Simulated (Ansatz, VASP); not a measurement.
# One calculation of HfC, two programs

```
CELL_PARAMETERS angstrom
3.34287 0.00000 0.00000
-1.67143 2.89501 0.00000
0.00000 0.00000 5.20271
ATOMIC_POSITIONS crystal
Hf 0.33333 0.66667 0.25000
Hf 0.66667 0.33333 0.75000
C 0.00000 0.00000 0.50000
C 0.00000 0.00000 0.00000
```

Alike in both runs: functional r2SCAN; k mesh 9 × 9 × 5; occupations fermi-dirac, width 0.05 eV; no spin polarisation; Hubbard terms Hf d U = 8.0 eV.

```csv
,VASP,Ansatz
version,VASP 6.6.1,Ansatz 0.2.0
potentials or method,"VASP PAW PBE potentials, release 64 (Hf_pv, C)",Ansatz PAW
plane-wave cutoff (eV),520,500
valence electrons in the cell,28,60
task,single point,band structure
```

Ansatz gave:

* gap on the k mesh at the Fermi level (eV): none
* pressure (GPa): 11.0
* traceless stress, the component that is largest in VASP (GPa): 13.69

**Question.** Which values does VASP return?

**Answer.** gap on the k mesh at the Fermi level (eV): none; pressure (GPa): 26.3; traceless stress, the component that is largest in VASP (GPa): 8.86.

VASP's potentials were made for PBE, not for r2SCAN. The programs project onto different local orbitals, so the same U acts differently, and such runs can settle in different states. A gap of «none» marks a metal or a gap that the smearing closes. VASP's potentials hold 28 valence electrons a cell and Ansatz's 60, so a difference there can come from the potentials and not from the codes.

Neither program's run includes spin-orbit coupling.
